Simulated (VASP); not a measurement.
# ScCu (Pm-3m) in VASP: further runs

Runs on ScCu. Level: LDA. Tasks: electric field gradients.

All numbers are computed with VASP 6.6.1; they aren't measurements. Logs are shortened: lines on timing, memory, paths and dates and some standing lists are left out, and cuts for length are marked.

### 1 The cell of the first run

The structure is cubic, space group Pm-3m (No. 221). Conventional cell: a = 3.234 Å, b = 3.234 Å, c = 3.234 Å, α = 90.00°, β = 90.00°, γ = 90.00°. Within 3.7 Å of Sc (site symmetry m-3m) lie 8 Cu at 2.80 Å and 6 Sc at 3.23 Å. Within 3.7 Å of Cu (site symmetry m-3m) lie 8 Sc at 2.80 Å and 6 Cu at 3.23 Å.

### 2 Electric field gradients, LDA (volume scaled by 0.98)

INCAR

```
ALGO = Normal
EDIFF = 1E-8
ENCUT = 520
GGA = CA
ISIF = 2
ISMEAR = -1
LASPH = T
LCHARG = F
LEFG = T
LREAL = F
LWAVE = F
NBANDS = 18
NELM = 80
PREC = Accurate
SIGMA = 0.05
```

KPOINTS

```
k-points
0
Gamma
  11 11 11
```

POSCAR

```
ScCu
1.0
    3.2341469926      0.0000000000      0.0000000000
    0.0000000000      3.2341469926      0.0000000000
    0.0000000000      0.0000000000      3.2341469926
Sc Cu
1 1
Direct
    0.5000000000      0.5000000000      0.5000000000
    0.0000000000      0.0000000000      0.0000000000
```

Potentials or basis: VASP PAW LDA potentials, release 64 (Sc_sv, Cu).

The run is started by

```
> cat potpaw_LDA.64/Sc_sv/POTCAR potpaw_LDA.64/Cu/POTCAR > POTCAR
> mpirun -np 1 vasp_std > vasp.out
```

OUTCAR:

```text
EDIFF = 1E-8
   ENCUT = 520
   GGA = CA
   ISIF = 2
   ISMEAR = -1
   LASPH = T
   LREAL = F
   NELM = 80
   PREC = Accurate

 ion  position               nearest neighbor table
   1  0.500  0.500  0.500-   2 2.80   2 2.80   2 2.80   2 2.80   2 2.80   2 2.80   2 2.80   2 2.80

   2  0.000  0.000  0.000-   1 2.80   1 2.80   1 2.80   1 2.80   1 2.80   1 2.80   1 2.80   1 2.80

  LATTYP: Found a simple cubic cell.
 ALAT       =     3.2341469926

  Lattice vectors:

 A1 = (   3.2341469926,   0.0000000000,   0.0000000000)
 A2 = (   0.0000000000,   3.2341469926,   0.0000000000)
 A3 = (   0.0000000000,   0.0000000000,   3.2341469926)

Analysis of symmetry for initial positions (statically):
=====================================================================
 Subroutine PRICEL returns:
 Original cell was already a primitive cell.

 Routine SETGRP: Setting up the symmetry group for a
 simple cubic supercell.

 Subroutine GETGRP returns: Found 48 space group operations
 (whereof 48 operations were pure point group operations)
 out of a pool of 48 trial point group operations.

The static configuration has the point symmetry O_h .

Analysis of symmetry for dynamics (positions and initial velocities):
=====================================================================
 Subroutine PRICEL returns:
 Original cell was already a primitive cell.

 Routine SETGRP: Setting up the symmetry group for a
 simple cubic supercell.

 Subroutine GETGRP returns: Found 48 space group operations
 (whereof 48 operations were pure point group operations)
 out of a pool of 48 trial point group operations.

The dynamic configuration has the point symmetry O_h .

 Subroutine INISYM returns: Found 48 space group operations
 (whereof 48 operations are pure point group operations),
 and found     1 'primitive' translations

----------------------------------------------------------------------------------------

                                     Primitive cell

  volume of cell :      33.8282

  direct lattice vectors                    reciprocal lattice vectors
     3.234146993  0.000000000  0.000000000     0.309200541  0.000000000  0.000000000
     0.000000000  3.234146993  0.000000000     0.000000000  0.309200541  0.000000000
     0.000000000  0.000000000  3.234146993     0.000000000  0.000000000  0.309200541

  length of vectors
     3.234146993  3.234146993  3.234146993     0.309200541  0.309200541  0.309200541

  position of ions in fractional coordinates (direct lattice)
     0.500000000  0.500000000  0.500000000
     0.000000000  0.000000000  0.000000000

  ion indices of the primitive-cell ions
   primitive index   ion index
                 1           1
                 2           2

----------------------------------------------------------------------------------------

 KPOINTS: k-points

Automatic generation of k-mesh.
 Grid dimensions read from file:
 generate k-points for:   11   11   11

 Generating k-lattice:

  Cartesian coordinates                     Fractional coordinates (reciprocal lattice)
     0.028109140  0.000000000  0.000000000     0.090909091  0.000000000  0.000000000
     0.000000000  0.028109140  0.000000000     0.000000000  0.090909091  0.000000000
     0.000000000  0.000000000  0.028109140     0.000000000  0.000000000  0.090909091

  Length of vectors
     0.028109140  0.028109140  0.028109140

  Shift w.r.t. Gamma in fractional coordinates (k-lattice)
     0.000000000  0.000000000  0.000000000

 Subroutine IBZKPT returns following result:
 ===========================================

 Found     56 irreducible k-points:

 Following reciprocal coordinates:
            Coordinates               Weight
  0.000000  0.000000  0.000000      1.000000
  0.090909  0.000000  0.000000      6.000000
  0.181818  0.000000  0.000000      6.000000
  0.272727  0.000000  0.000000      6.000000
  0.363636  0.000000  0.000000      6.000000
  0.454545  0.000000  0.000000      6.000000
[... 16 lines left out ...]
  0.181818  0.090909  0.090909     24.000000
  0.272727  0.090909  0.090909     24.000000
 [... further k-points ...]
   k-points           NKPTS =     56   k-points in BZ     NKDIM =     56   number of bands    NBANDS=     18
   number of dos      NEDOS =    301   number of ions     NIONS =      2
   total plane-waves  NPLWV =  13824
   dimension x,y,z NGX =    24 NGY =   24 NGZ =   24
   dimension x,y,z NGXF=    48 NGYF=   48 NGZF=   48
   ions per type =               1   1
   NGX,Y,Z   is equivalent  to a cutoff of  12.34, 12.34, 12.34 a.u.
   NGXF,Y,Z  is equivalent  to a cutoff of  24.67, 24.67, 24.67 a.u.
 SYSTEM =  unknown system
   PREC   = accura    normal or accurate (medium, high low for compatibility)
   ISTART =      0    job   : 0-new  1-cont  2-samecut
   ICHARG =      2    charge: 1-file 2-atom 10-const
   ISPIN  =      1    spin polarized calculation?
   LNONCOLLINEAR =      F non collinear calculations
   LSORBIT =      F    spin-orbit coupling
   LASPH  =      T    aspherical Exc in radial PAW
   ENCUT  =  520.0 eV  38.22 Ry    6.18 a.u.   6.01  6.01  6.01*2*pi/ulx,y,z
   NELM   =     80;   NELMIN=  2; NELMDL= -5     # of ELM steps
   EDIFF  = 0.1E-07   stopping-criterion for ELM
   LREAL  =      F    real-space projection
   EDIFFG = 0.1E-06   stopping-criterion for IOM
   NSW    =      0    number of steps for IOM
   IBRION =     -1    ionic relax: 0-MD 1-quasi-New 2-CG
   NFREE  =      0    steps in history (QN), initial steepest desc. (CG)
   ISIF   =      2    stress and relaxation
   ISYM   =      2    0-nonsym 1-usesym 2-fastsym
   POTIM  = 0.5000    time-step for ionic-motion
   TEBEG  =    0.0;   TEEND  =   0.0 temperature during run
   PSTRESS=    0.0 pullay stress
   NELECT =      22.0000    total number of electrons
   NUPDOWN=      -1.0000    fix difference up-down
   EMIN   =  10.00;   EMAX   =-10.00  energy-range for DOS
   EFERMI =   0.00;   METHOD = LEGACY
   ISMEAR =    -1;   SIGMA  =   0.05  broadening in eV -4-tet -1-fermi 0-gaus
   EFERMI_NEDOS =   21; number of points for ismear=-14 and -15
   IALGO  =     38    algorithm
   IMIX   =      4    mixing-type and parameters
     AMIX     =   0.40;   BMIX     =  1.00
     AMIX_MAG =   1.60;   BMIX_MAG =  1.00
  volume/ion in A,a.u.               =      16.91       114.14
  Fermi-wavevector in a.u.,A,eV,Ry     =   1.418369  2.680329 27.371810  2.011771
  Thomas-Fermi vector in A             =   2.539502
   LORBIT       =      0    0 simple, 1 ext, 2 COOP (PROOUT), +10 PAW based schemes
   GGA     = CA    functional components
   LHFCALC =     F    Hartree Fock is set to
   AEXX    =    0.0000 exact exchange contribution
   IVDW    =     0    specifies the selected vdW correction
   LEPSILON=     F    determine dielectric tensor
   LRPA    =     F    only Hartree local field effects (RPA)
 non-spin polarized calculation
  energy-cutoff  :      520.00
  volume of cell :       33.83
 maximum number of plane-waves:       925
   NGX = 13   NGY = 13   NGZ = 13

 number of electron      21.9999997 magnetization

 Free energy of the ion-electron system (eV)
  ---------------------------------------------------
  ext. energy  EPLUGINS =         0.00000000
  ---------------------------------------------------
  free energy    TOTEN  =       -11.93281841 eV

  energy without entropy =      -11.91823327  energy(sigma->0) =      -11.92552584

 E-fermi :   5.4394     XC(G=0): -11.5289

 val. band max:        5.4369750669   @ k =   0.4545   0.4545   0.0000
 cond. band min:       5.4517079983   @ k =   0.2727   0.1818   0.0000
 fundamental gap:      0.0147329313
 Fermi energy:         5.4394495669

 k-point     1 :       0.0000    0.0000    0.0000
  band No.  band energies     occupation
      1     -43.6042      2.00000
      2     -22.4579      2.00000
      3     -22.4579      2.00000
      4     -22.4579      2.00000
      5      -1.6814      2.00000
      6       1.4965      2.00000
[... 10 lines left out ...]
     17      12.3234      0.00000
     18      12.3234      0.00000

 k-point     2 :       0.0909    0.0000    0.0000
  band No.  band energies     occupation
      1     -43.6022      2.00000
      2     -22.4788      2.00000
      3     -22.4562      2.00000
      4     -22.4562      2.00000
      5      -1.5438      2.00000
      6       1.5267      2.00000
[... 10 lines left out ...]
     17      12.6821      0.00000
     18      12.6821      0.00000
[... 442 lines left out ...]
 k-point    24 :       0.2727    0.0909    0.0909
  band No.  band energies     occupation
      1     -43.5860      2.00000
      2     -22.6020      2.00000
      3     -22.4648      2.00000
      4     -22.4629      2.00000
      5      -0.2788      2.00000
      6       1.7678      2.00000
[... 10 lines left out ...]
     17      13.9407      0.00000
     18      14.1127      0.00000

 [... further k-points ...]
[... 5 lines left out ...]
  --------------------------------------------------------------------------------------
  -------------------------------------------------------------------------------------
  Total       -1.1720240     -1.1720240     -1.1720240      0.0000000      0.0000000      0.0000000
  in kB      -55.5095650    -55.5095650    -55.5095650      0.0000000      0.0000000      0.0000000
  external PRESSURE =     -55.5095650 kB  Pullay stress =       0.0000000 kB

 VOLUME and BASIS-vectors are now :
 -----------------------------------------------------------------------------
  energy-cutoff  :      520.00
  volume of cell :       33.83
      direct lattice vectors                 reciprocal lattice vectors
     3.234146993  0.000000000  0.000000000     0.309200541  0.000000000  0.000000000
     0.000000000  3.234146993  0.000000000     0.000000000  0.309200541  0.000000000
     0.000000000  0.000000000  3.234146993     0.000000000  0.000000000  0.309200541

 POSITION                                       TOTAL-FORCE (eV/Angst)
 -----------------------------------------------------------------------------------
      1.61707      1.61707      1.61707         0.000000      0.000000      0.000000
      0.00000      0.00000      0.00000         0.000000      0.000000      0.000000
 -----------------------------------------------------------------------------------
    total drift:                                0.000000      0.000000     -0.000000

  FREE ENERGIE OF THE ION-ELECTRON SYSTEM (eV)
  ---------------------------------------------------
  free  energy   TOTEN  =       -11.9328184084 eV

  energy  without entropy=      -11.9182332657  energy(sigma->0) =      -11.92552584

 Electric field gradients (V/A^2)
---------------------------------------------------------------------
 ion       V_xx      V_yy      V_zz      V_xy      V_xz      V_yz
---------------------------------------------------------------------
   1      -0.000    -0.000     0.000    -0.000    -0.000     0.000
   2       0.000    -0.000    -0.000    -0.000     0.000    -0.000
---------------------------------------------------------------------

 Electric field gradients after diagonalization (V/A^2)
 (convention: |V_zz| > |V_xx| > |V_yy|)
----------------------------------------------------------------------
 ion       V_xx      V_yy      V_zz     asymmetry (V_yy - V_xx)/ V_zz
----------------------------------------------------------------------
   1      -0.000    -0.000     0.000       0.049
   2      -0.000    -0.000     0.000       0.844
----------------------------------------------------------------------

           NMR quadrupolar parameters

 Cq : quadrupolar parameter    Cq=e*Q*V_zz/h
 eta: asymmetry parameters     (V_yy - V_xx)/ V_zz
 Q  : nuclear electric quadrupole moment in mb (millibarn)
----------------------------------------------------------------------
 ion       Cq(MHz)       eta       Q (mb)
----------------------------------------------------------------------
   1       0.000       0.049       1.000
   2       0.000       0.844       1.000
----------------------------------------------------------------------
```

Run time: 24 s. Hardware: 1 thread of Intel Xeon Platinum 8375C at 2.90GHz (Ice Lake), shared host; peak memory 0.15 GiB.

Results:

```
Free energy            : -11.9328 eV
Pressure               : -5.6 GPa
Band gap on the k mesh : zero (band 11 reaches 5.95 eV, above the bottom of band 12 at 4.07 eV)
```

Caveat: without QUAD_EFG the Cq values of the log hold for a quadrupole moment of 1 mb, not for the nuclei.

### 3 Electric field gradients, LDA (volume scaled by 0.98)

INCAR

```
SYSTEM = ScCu
ALGO = Normal
EDIFF = 1E-8
ENCUT = 520
ISIF = 2
ISMEAR = -1
LASPH = .TRUE.
LCHARG = .FALSE.
LEFG = .TRUE.
LREAL = .FALSE.
LWAVE = .FALSE.
NBANDS = 18
NELM = 60
PREC = Accurate
SIGMA = 0.05
```

KPOINTS

```
k-points
0
G
  11 11 11
  0 0 0
```

POSCAR is that of step 2.

Potentials or basis: VASP PAW LDA potentials, release 64 (Sc_sv, Cu).

The run is started by

```
> cat potpaw_LDA.64/Sc_sv/POTCAR potpaw_LDA.64/Cu/POTCAR > POTCAR
> mpirun -np 1 vasp_std > vasp.out
```

OUTCAR:

```text
SYSTEM = ScCu
   EDIFF = 1E-8
   ENCUT = 520
   ISIF = 2
   ISMEAR = -1
   LASPH = .TRUE.
   LREAL = .FALSE.
   NELM = 60
   PREC = Accurate

 ion  position               nearest neighbor table
   1  0.500  0.500  0.500-   2 2.80   2 2.80   2 2.80   2 2.80   2 2.80   2 2.80   2 2.80   2 2.80

   2  0.000  0.000  0.000-   1 2.80   1 2.80   1 2.80   1 2.80   1 2.80   1 2.80   1 2.80   1 2.80

  LATTYP: Found a simple cubic cell.
 ALAT       =     3.2341469926

  Lattice vectors:

 A1 = (   3.2341469926,   0.0000000000,   0.0000000000)
 A2 = (   0.0000000000,   3.2341469926,   0.0000000000)
 A3 = (   0.0000000000,   0.0000000000,   3.2341469926)

Analysis of symmetry for initial positions (statically):
=====================================================================
 Subroutine PRICEL returns:
 Original cell was already a primitive cell.

 Routine SETGRP: Setting up the symmetry group for a
 simple cubic supercell.

 Subroutine GETGRP returns: Found 48 space group operations
 (whereof 48 operations were pure point group operations)
 out of a pool of 48 trial point group operations.

The static configuration has the point symmetry O_h .

Analysis of symmetry for dynamics (positions and initial velocities):
=====================================================================
 Subroutine PRICEL returns:
 Original cell was already a primitive cell.

 Routine SETGRP: Setting up the symmetry group for a
 simple cubic supercell.

 Subroutine GETGRP returns: Found 48 space group operations
 (whereof 48 operations were pure point group operations)
 out of a pool of 48 trial point group operations.

The dynamic configuration has the point symmetry O_h .
[... 149 lines left out ...]
 cond. band min:       5.4517079983   @ k =   0.2727   0.1818   0.0000
 fundamental gap:      0.0147329313
 Fermi energy:         5.4394495669

 k-point     1 :       0.0000    0.0000    0.0000
  band No.  band energies     occupation
      1     -43.6042      2.00000
      2     -22.4579      2.00000
      3     -22.4579      2.00000
      4     -22.4579      2.00000
      5      -1.6814      2.00000
      6       1.4965      2.00000
[... 481 lines left out ...]
      5      -0.2788      2.00000
      6       1.7678      2.00000
[... 10 lines left out ...]
     17      13.9407      0.00000
     18      14.1127      0.00000

 [... further k-points ...]
[... 5 lines left out ...]
  --------------------------------------------------------------------------------------
  -------------------------------------------------------------------------------------
  Total       -1.1720240     -1.1720240     -1.1720240      0.0000000      0.0000000      0.0000000
  in kB      -55.5095650    -55.5095650    -55.5095650      0.0000000      0.0000000      0.0000000
  external PRESSURE =     -55.5095650 kB  Pullay stress =       0.0000000 kB

 VOLUME and BASIS-vectors are now :
 -----------------------------------------------------------------------------
  energy-cutoff  :      520.00
  volume of cell :       33.83
      direct lattice vectors                 reciprocal lattice vectors
     3.234146993  0.000000000  0.000000000     0.309200541  0.000000000  0.000000000
     0.000000000  3.234146993  0.000000000     0.000000000  0.309200541  0.000000000
     0.000000000  0.000000000  3.234146993     0.000000000  0.000000000  0.309200541

 POSITION                                       TOTAL-FORCE (eV/Angst)
 -----------------------------------------------------------------------------------
      1.61707      1.61707      1.61707         0.000000      0.000000      0.000000
      0.00000      0.00000      0.00000         0.000000      0.000000      0.000000
 -----------------------------------------------------------------------------------
    total drift:                                0.000000      0.000000     -0.000000

  FREE ENERGIE OF THE ION-ELECTRON SYSTEM (eV)
  ---------------------------------------------------
  free  energy   TOTEN  =       -11.9328184084 eV

  energy  without entropy=      -11.9182332657  energy(sigma->0) =      -11.92552584

 Electric field gradients (V/A^2)
---------------------------------------------------------------------
 ion       V_xx      V_yy      V_zz      V_xy      V_xz      V_yz
---------------------------------------------------------------------
   1      -0.000    -0.000     0.000    -0.000    -0.000     0.000
   2       0.000    -0.000    -0.000    -0.000     0.000    -0.000
---------------------------------------------------------------------

 Electric field gradients after diagonalization (V/A^2)
 (convention: |V_zz| > |V_xx| > |V_yy|)
----------------------------------------------------------------------
 ion       V_xx      V_yy      V_zz     asymmetry (V_yy - V_xx)/ V_zz
----------------------------------------------------------------------
   1      -0.000    -0.000     0.000       0.049
   2      -0.000    -0.000     0.000       0.844
----------------------------------------------------------------------

           NMR quadrupolar parameters

 Cq : quadrupolar parameter    Cq=e*Q*V_zz/h
 eta: asymmetry parameters     (V_yy - V_xx)/ V_zz
 Q  : nuclear electric quadrupole moment in mb (millibarn)
----------------------------------------------------------------------
 ion       Cq(MHz)       eta       Q (mb)
----------------------------------------------------------------------
   1       0.000       0.049       1.000
   2       0.000       0.844       1.000
----------------------------------------------------------------------
```

Wall time 21 s (1 thread of Intel Xeon Platinum 8375C at 2.90GHz (Ice Lake), shared host); peak memory 0.15 GiB.

What came out:

* Free energy: -11.9328 eV
* Pressure: -5.6 GPa
* Band gap on the k mesh: zero (band 11 reaches 5.95 eV, above the bottom of band 12 at 4.07 eV)

Caveat: without QUAD_EFG the Cq values of the log hold for a quadrupole moment of 1 mb, not for the nuclei.
